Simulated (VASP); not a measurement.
# FePb (F-43m) in VASP: a series of runs

The runs below take FePb through single point, with PBE.

Everything below comes from runs of VASP 6.6.1. Logs are shortened: lines on timing, memory, paths and dates and some standing lists are left out, and cuts for length are marked.

### 1 The cell of the first run

It takes space group F-43m (No. 216, cubic). Conventional cell: a = 5.713 Å, b = 5.713 Å, c = 5.713 Å, α = 90.00°, β = 90.00°, γ = 90.00°. Within 3.3 Å of Fe (site symmetry -43m) lie 4 Pb at 2.47 Å. Pb (site symmetry -43m) has 4 Fe at 2.47 Å within 3.3 Å.

### 2 Single point, PBE, collinear spin, ferromagnetic start

The input, INCAR:

```
SYSTEM = FePb
PREC = Accurate ; ENCUT = 520
EDIFF = 1E-7 ; ISMEAR = 0
SIGMA = 0.1 ; LREAL = .False.
LASPH = .True. ; NELM = 150
ALGO = Normal ; ISIF = 2
LWAVE = .False. ; LCHARG = .True.
ISPIN = 2 ; MAGMOM = 4 0
LORBIT = 11 ; LMAXMIX = 4
GGA = PE ; LELF = .True.
LVHAR = .True. ; NBANDS = 22
```

The input, KPOINTS:

```
Automatic mesh
0
Gamma
  6 6 6
  0 0 0
```

The input, POSCAR:

```
FePb
1.0
    0.0000000000      2.8565206703      2.8565206703
    2.8565206703      0.0000000000      2.8565206703
    2.8565206703      2.8565206703      0.0000000000
Fe Pb
1 1
Direct
    0.0000000000      0.0000000000      0.0000000000
    0.7500000000      0.7500000000      0.7500000000
```

Potentials or basis: VASP PAW PBE potentials, release 64 (Fe, Pb_d).

Launch:

```bash
cat potpaw_PBE.64/Fe/POTCAR potpaw_PBE.64/Pb_d/POTCAR > POTCAR
mpirun -np 1 vasp_std > vasp.out
```

OUTCAR:

```text
SYSTEM = FePb
   PREC = Accurate
   ENCUT = 520
   EDIFF = 1E-7
   ISMEAR = 0
   LREAL = .False.
   LASPH = .True.
   NELM = 150
   ISIF = 2
   ISPIN = 2
   LORBIT = 11
   GGA = PE

 ion  position               nearest neighbor table
   1  0.000  0.000  0.000-   2 2.47   2 2.47   2 2.47   2 2.47
   2  0.750  0.750  0.750-   1 2.47   1 2.47   1 2.47   1 2.47

  LATTYP: Found a face centered cubic cell.
 ALAT       =     5.7130413406

  Lattice vectors:

 A1 = (   0.0000000000,   2.8565206703,   2.8565206703)
 A2 = (   2.8565206703,   0.0000000000,   2.8565206703)
 A3 = (   2.8565206703,   2.8565206703,   0.0000000000)

Analysis of symmetry for initial positions (statically):
[... 5 lines left out ...]
 face centered cubic supercell.

 Subroutine GETGRP returns: Found 24 space group operations
 (whereof 24 operations were pure point group operations)
 out of a pool of 48 trial point group operations.

The static configuration has the point symmetry T_d .

Analysis of symmetry for dynamics (positions and initial velocities):
[... 5 lines left out ...]
 face centered cubic supercell.

 Subroutine GETGRP returns: Found 24 space group operations
 (whereof 24 operations were pure point group operations)
 out of a pool of 48 trial point group operations.

The dynamic configuration has the point symmetry T_d .

Analysis of structural, dynamic, and magnetic symmetry:
=====================================================================
 Subroutine PRICEL returns:
 Original cell was already a primitive cell.

 Routine SETGRP: Setting up the symmetry group for a
 face centered cubic supercell.

 Subroutine GETGRP returns: Found 24 space group operations
 (whereof 24 operations were pure point group operations)
 out of a pool of 48 trial point group operations.

The overall configuration has the point symmetry T_d .

 Subroutine INISYM returns: Found 24 space group operations
 (whereof 24 operations are pure point group operations),
 and found     1 'primitive' translations

----------------------------------------------------------------------------------------

                                     Primitive cell

  volume of cell :      46.6168

  direct lattice vectors                    reciprocal lattice vectors
     0.000000000  2.856520670  2.856520670    -0.175038117  0.175038117  0.175038117
     2.856520670  0.000000000  2.856520670     0.175038117 -0.175038117  0.175038117
     2.856520670  2.856520670  0.000000000     0.175038117  0.175038117 -0.175038117

  length of vectors
     4.039730273  4.039730273  4.039730273     0.303174912  0.303174912  0.303174912

  position of ions in fractional coordinates (direct lattice)
     0.000000000  0.000000000  0.000000000
     0.750000000  0.750000000  0.750000000

  ion indices of the primitive-cell ions
   primitive index   ion index
                 1           1
                 2           2

----------------------------------------------------------------------------------------

 KPOINTS: Automatic mesh

Automatic generation of k-mesh.
 Grid dimensions read from file:
 generate k-points for:    6    6    6

 Generating k-lattice:

  Cartesian coordinates                     Fractional coordinates (reciprocal lattice)
    -0.029173020  0.029173020  0.029173020     0.166666667  0.000000000  0.000000000
     0.029173020 -0.029173020  0.029173020     0.000000000  0.166666667  0.000000000
     0.029173020  0.029173020 -0.029173020     0.000000000  0.000000000  0.166666667

  Length of vectors
     0.050529152  0.050529152  0.050529152

  Shift w.r.t. Gamma in fractional coordinates (k-lattice)
     0.000000000  0.000000000  0.000000000

 Subroutine IBZKPT returns following result:
 ===========================================

 Found     16 irreducible k-points:

 Following reciprocal coordinates:
            Coordinates               Weight
  0.000000  0.000000  0.000000      1.000000
  0.166667  0.000000  0.000000      8.000000
  0.333333  0.000000  0.000000      8.000000
  0.500000  0.000000  0.000000      4.000000
  0.166667  0.166667  0.000000      6.000000
  0.333333  0.166667  0.000000     24.000000
[... 8 lines left out ...]
 -0.333333  0.333333  0.166667     24.000000
 -0.333333  0.500000  0.166667     12.000000
   k-points           NKPTS =     16   k-points in BZ     NKDIM =     16   number of bands    NBANDS=     22
   number of dos      NEDOS =    301   number of ions     NIONS =      2
   total plane-waves  NPLWV =  27000
   dimension x,y,z NGX =    30 NGY =   30 NGZ =   30
   dimension x,y,z NGXF=    60 NGYF=   60 NGZF=   60
   ions per type =               1   1
   NGX,Y,Z   is equivalent  to a cutoff of  12.35, 12.35, 12.35 a.u.
   NGXF,Y,Z  is equivalent  to a cutoff of  24.69, 24.69, 24.69 a.u.
 SYSTEM =  FePb
   PREC   = accura    normal or accurate (medium, high low for compatibility)
   ISTART =      0    job   : 0-new  1-cont  2-samecut
   ICHARG =      2    charge: 1-file 2-atom 10-const
   ISPIN  =      2    spin polarized calculation?
   LNONCOLLINEAR =      F non collinear calculations
   LSORBIT =      F    spin-orbit coupling
   LASPH  =      T    aspherical Exc in radial PAW
   ENCUT  =  520.0 eV  38.22 Ry    6.18 a.u.   7.51  7.51  7.51*2*pi/ulx,y,z
   NELM   =    150;   NELMIN=  2; NELMDL= -5     # of ELM steps
   EDIFF  = 0.1E-06   stopping-criterion for ELM
   LREAL  =      F    real-space projection
   EDIFFG = 0.1E-05   stopping-criterion for IOM
   NSW    =      0    number of steps for IOM
   IBRION =     -1    ionic relax: 0-MD 1-quasi-New 2-CG
   NFREE  =      0    steps in history (QN), initial steepest desc. (CG)
   ISIF   =      2    stress and relaxation
   ISYM   =      2    0-nonsym 1-usesym 2-fastsym
   POTIM  = 0.5000    time-step for ionic-motion
   TEBEG  =    0.0;   TEEND  =   0.0 temperature during run
   PSTRESS=    0.0 pullay stress
   NELECT =      22.0000    total number of electrons
   NUPDOWN=      -1.0000    fix difference up-down
   EMIN   =  10.00;   EMAX   =-10.00  energy-range for DOS
   EFERMI =   0.00;   METHOD = LEGACY
   ISMEAR =     0;   SIGMA  =   0.10  broadening in eV -4-tet -1-fermi 0-gaus
   EFERMI_NEDOS =   21; number of points for ismear=-14 and -15
   IALGO  =     38    algorithm
   IMIX   =      4    mixing-type and parameters
     AMIX     =   0.40;   BMIX     =  1.00
     AMIX_MAG =   1.60;   BMIX_MAG =  1.00
  volume/ion in A,a.u.               =      23.31       157.29
  Fermi-wavevector in a.u.,A,eV,Ry     =   1.274584  2.408614 22.103529  1.624564
  Thomas-Fermi vector in A             =   2.407344
   LORBIT       =     11    0 simple, 1 ext, 2 COOP (PROOUT), +10 PAW based schemes
   GGA     = PE    functional components
   LHFCALC =     F    Hartree Fock is set to
   AEXX    =    0.0000 exact exchange contribution
   IVDW    =     0    specifies the selected vdW correction
   LEPSILON=     F    determine dielectric tensor
   LRPA    =     F    only Hartree local field effects (RPA)
 spin polarized calculation
 Gauss-broadening in eV      SIGMA  =   0.10
  energy-cutoff  :      520.00
  volume of cell :       46.62
 maximum number of plane-waves:      1278
   NGX = 15   NGY = 15   NGZ = 15

 number of electron      22.0000010 magnetization       2.3320822

 Free energy of the ion-electron system (eV)
  ---------------------------------------------------
  ext. energy  EPLUGINS =         0.00000000
  ---------------------------------------------------
  free energy    TOTEN  =        -9.03002224 eV

  energy without entropy =       -9.00182609  energy(sigma->0) =       -9.01592417

 E-fermi :   5.5001     XC(G=0): -10.2597

 val. band max:        5.4732873449   @ k =   0.3333   0.1667   0.0000
 cond. band min:       5.5093258653   @ k =  -0.3333   0.3333   0.0000
 fundamental gap:      0.0360385204
 Fermi energy:         5.5000687777

 spin component 1

 k-point     1 :       0.0000    0.0000    0.0000
  band No.  band energies     occupation
      1     -11.2538      1.00000
      2     -11.2538      1.00000
      3     -11.2538      1.00000
      4     -11.1320      1.00000
      5     -11.1320      1.00000
      6      -5.1757      1.00000
[... 14 lines left out ...]
     21      16.8002      0.00000
     22      16.8002      0.00000

 k-point     2 :       0.1667    0.0000    0.0000
  band No.  band energies     occupation
      1     -11.2557      1.00000
      2     -11.2457      1.00000
      3     -11.2457      1.00000
      4     -11.1284      1.00000
      5     -11.1284      1.00000
      6      -4.8481      1.00000
[... 14 lines left out ...]
     21      16.3139      0.00000
     22      18.0267      0.00000

 k-point     3 :       0.3333    0.0000    0.0000
  band No.  band energies     occupation
      1     -11.2612      1.00000
      2     -11.2325      1.00000
      3     -11.2325      1.00000
      4     -11.1176      1.00000
      5     -11.1176      1.00000
      6      -4.0101      1.00000
[... 14 lines left out ...]
     21      17.5647      0.00000
     22      22.8136      0.00000
[... 276 lines left out ...]
 k-point    15 :      -0.3333    0.3333    0.1667
  band No.  band energies     occupation
      1     -11.2505      1.00000
      2     -11.2430      1.00000
      3     -11.1928      1.00000
      4     -11.1354      1.00000
      5     -11.0993      1.00000
      6      -2.9500      1.00000
[... 14 lines left out ...]
     21      20.5297      0.00000
     22      22.8851      0.00000

 k-point    16 :      -0.3333    0.5000    0.1667
  band No.  band energies     occupation
      1     -11.2817      1.00000
      2     -11.2128      1.00000
      3     -11.1832      1.00000
      4     -11.1501      1.00000
      5     -11.0861      1.00000
      6      -2.7610      1.00000
[... 14 lines left out ...]
     21      22.5060      0.00000
     22      22.6762      0.00000
 Fermi energy:         5.5000687777

 spin component 2

 k-point     1 :       0.0000    0.0000    0.0000
  band No.  band energies     occupation
      1     -11.2741      1.00000
      2     -11.2741      1.00000
      3     -11.2741      1.00000
      4     -11.1564      1.00000
      5     -11.1564      1.00000
      6      -5.1623      1.00000
[... 14 lines left out ...]
     21      16.7899      0.00000
     22      16.7899      0.00000

 k-point     2 :       0.1667    0.0000    0.0000
  band No.  band energies     occupation
      1     -11.2759      1.00000
      2     -11.2659      1.00000
      3     -11.2659      1.00000
      4     -11.1534      1.00000
      5     -11.1534      1.00000
      6      -4.8385      1.00000
[... 14 lines left out ...]
     21      16.4341      0.00000
     22      18.2967      0.00000

 k-point     3 :       0.3333    0.0000    0.0000
  band No.  band energies     occupation
      1     -11.2811      1.00000
      2     -11.2527      1.00000
      3     -11.2527      1.00000
      4     -11.1437      1.00000
      5     -11.1437      1.00000
      6      -4.0093      1.00000
[... 14 lines left out ...]
     21      17.7733      0.00000
     22      23.0929      0.00000
[... 276 lines left out ...]
 k-point    15 :      -0.3333    0.3333    0.1667
  band No.  band energies     occupation
      1     -11.2700      1.00000
      2     -11.2625      1.00000
      3     -11.2133      1.00000
      4     -11.1623      1.00000
      5     -11.1271      1.00000
      6      -2.9594      1.00000
[... 14 lines left out ...]
     21      20.7277      0.00000
     22      23.0648      0.00000

 k-point    16 :      -0.3333    0.5000    0.1667
  band No.  band energies     occupation
      1     -11.3004      1.00000
      2     -11.2327      1.00000
      3     -11.2044      1.00000
      4     -11.1765      1.00000
      5     -11.1144      1.00000
      6      -2.7736      1.00000
[... 14 lines left out ...]
     21      22.7791      0.00000
     22      22.8448      0.00000

------------------------ aborting loop because EDIFF is reached ----------------------------------------

  FORCE on cell =-STRESS in cart. coord.  units (eV):
  Direction    XX          YY          ZZ          XY          YZ          ZX
  --------------------------------------------------------------------------------------
  -------------------------------------------------------------------------------------
  Total        4.1206347      4.1206347      4.1206347      0.0000000      0.0000000      0.0000000
  in kB      141.6226094    141.6226094    141.6226094      0.0000000      0.0000000      0.0000000
  external PRESSURE =     141.6226094 kB  Pullay stress =       0.0000000 kB

 VOLUME and BASIS-vectors are now :
 -----------------------------------------------------------------------------
  energy-cutoff  :      520.00
  volume of cell :       46.62
      direct lattice vectors                 reciprocal lattice vectors
     0.000000000  2.856520670  2.856520670    -0.175038117  0.175038117  0.175038117
     2.856520670  0.000000000  2.856520670     0.175038117 -0.175038117  0.175038117
     2.856520670  2.856520670  0.000000000     0.175038117  0.175038117 -0.175038117

 POSITION                                       TOTAL-FORCE (eV/Angst)
 -----------------------------------------------------------------------------------
      0.00000      0.00000      0.00000        -0.000000     -0.000000     -0.000000
      4.28478      4.28478      4.28478         0.000000      0.000000      0.000000
 -----------------------------------------------------------------------------------
    total drift:                               -0.000001     -0.000001     -0.000001

  FREE ENERGIE OF THE ION-ELECTRON SYSTEM (eV)
  ---------------------------------------------------
  free  energy   TOTEN  =        -9.0300222404 eV

  energy  without entropy=       -9.0018260897  energy(sigma->0) =       -9.01592417

 total charge

# of ion       s       p       d       tot
------------------------------------------
    1        0.466   0.333   6.358   7.157
    2        1.300   1.162   9.825  12.288
--------------------------------------------------
tot          1.767   1.495  16.183  19.444

 magnetization (x)

# of ion       s       p       d       tot
------------------------------------------
    1        0.048   0.010   2.361   2.419
    2       -0.005  -0.139   0.018  -0.126
--------------------------------------------------
tot          0.043  -0.129   2.380   2.294
```

It took 99 s on 1 thread of AMD EPYC 7R13, shared host; peak memory 0.17 GiB.

What came out:

* Free energy: -9.0300 eV
* Pressure: 14.2 GPa
* Net moment: 2.33 μB per cell
* Site moments: Fe +2.42; Pb -0.13 μB
* Valence electrons inside the program's atomic spheres: Fe 7.16; Pb 12.29

Caveat: spin-orbit coupling is left out, which moves the levels of the heavy elements.

### 3 Single point, PBE, collinear spin, ferromagnetic start

This run uses another cell than the first one, of 29.31 Å³/atom, 1.257 times its volume.

The input, INCAR:

```
SYSTEM = FePb
PREC     = Accurate       ! precision mode
ENCUT    = 520            ! plane-wave cutoff, eV
EDIFF    = 1E-7           ! SCF threshold, eV
ISMEAR   = 0              ! smearing method
SIGMA    = 0.1            ! smearing width, eV
LREAL    = .False.        ! projectors in reciprocal space
LASPH    = .True.         ! aspherical terms in the spheres
NELM     = 150            ! most SCF steps
ALGO     = Fast           ! electronic algorithm
ISIF     = 2              ! what is computed and relaxed
LWAVE    = .False.        ! write WAVECAR
LCHARG   = .True.         ! write CHGCAR
ISPIN    = 2              ! spin polarisation
MAGMOM   = 2.62 0         ! initial moments
LORBIT   = 11             ! projections on sites
LMAXMIX  = 4              ! l up to which the mixer works
GGA      = PE             ! functional
LELF     = .True.         ! ELF
LVHAR    = .True.       
NBANDS   = 22             ! bands
```

The input, KPOINTS:

```
regular mesh
0
Gamma
  6 6 6
  0 0 0
```

The input, POSCAR:

```
FePb
1.0
    0.0000000000      3.0831401412      3.0831401412
    3.0831401412      0.0000000000      3.0831401412
    3.0831401412      3.0831401412      0.0000000000
Fe Pb
1 1
Direct
    0.0000000000      0.0000000000      0.0000000000
    0.7500000000      0.7500000000      0.7500000000
```

Potentials or basis: VASP PAW PBE potentials, release 64 (Fe, Pb_d).

Launch:

```bash
cat potpaw_PBE.64/Fe/POTCAR potpaw_PBE.64/Pb_d/POTCAR > POTCAR
mpirun -np 1 vasp_std > vasp.out
```

It took 2 min on 1 thread of AMD EPYC 7R13, shared host; peak memory 0.19 GiB.

It converged, with:

```yaml
Free_energy: -9.4923 eV
Pressure: 0.0 GPa
Net_moment: 2.82 μB per cell
Site_moments: Fe +2.87; Pb -0.13 μB
Valence_electrons_inside_the_program's_atomic_spheres: Fe 6.84; Pb 12.11
```

Levels at points of the mesh, in eV from the Fermi level:
Spin up:
```csv
k point,band 8,band 9,band 10,band 11,band 12,band 13,band 14,band 15,band 16,band 17
"(0.00, 0.00, 0.00)",-2.95,-2.95,-2.87,-2.87,3.76,3.93,3.93,3.93,6.19,6.19
"(0.50, 0.00, 0.00)",-3.07,-3.07,-2.60,-2.60,-2.22,2.24,2.24,4.22,6.85,6.85
"(0.50, 0.50, 0.00)",-2.87,-2.51,-2.51,-2.31,-2.14,0.14,0.14,3.57,4.37,12.53
```
Spin down:
```csv
k point,band 5,band 6,band 7,band 8,band 9,band 10,band 11,band 12,band 13,band 14
"(0.00, 0.00, 0.00)",-16.52,-9.68,-1.20,-1.20,-1.20,0.42,0.42,4.10,4.43,4.43
"(0.50, 0.00, 0.00)",-16.51,-8.50,-3.24,-0.98,-0.98,-0.07,0.30,0.30,2.78,2.78
"(0.50, 0.50, 0.00)",-16.49,-8.07,-3.09,-0.70,-0.70,-0.38,0.44,0.52,0.64,0.64
```

Caveat: spin-orbit coupling is left out, which moves the levels of the heavy elements.
